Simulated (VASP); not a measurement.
Input of a VASP 6.6.1 run:

The input INCAR:

```
SYSTEM = CoO
PREC = Accurate
ENCUT = 520
EDIFF = 1E-7
ISMEAR = 0
SIGMA = 0.05
LREAL = .False.
LASPH = .True.
NELM = 150
ALGO = Normal
ISIF = 2
LWAVE = .False.
LCHARG = .False.
ISPIN = 2
MAGMOM = 2.76 0
LORBIT = 11
LMAXMIX = 4
GGA = PE
NBANDS = 18
```

Contents of KPOINTS:

```
Automatic mesh
0
Gamma
  14 14 14
  0 0 0
```

POSCAR

```
CoO
1.0
    0.0000000000      2.1245315473      2.1245315473
    2.1245315473      0.0000000000      2.1245315473
    2.1245315473      2.1245315473      0.0000000000
Co O
1 1
Direct
    0.0000000000      0.0000000000      0.0000000000
    0.5000000000      0.5000000000      0.5000000000
```

Potentials or basis: VASP PAW PBE potentials, release 64 (Co, O).

Run with:

```sh
$ cat potpaw_PBE.64/Co/POTCAR potpaw_PBE.64/O/POTCAR > POTCAR
$ mpirun -np 1 vasp_std > vasp.out
```

(1) Predict the site moments.

(2) Estimate the net moment.

Answers

(1) Co +2.57; O +0.30 μB.

(2) 2.92 μB per cell.

Caveat: a cell with one magnetic atom can't hold antiferromagnetic order, which such compounds often take.
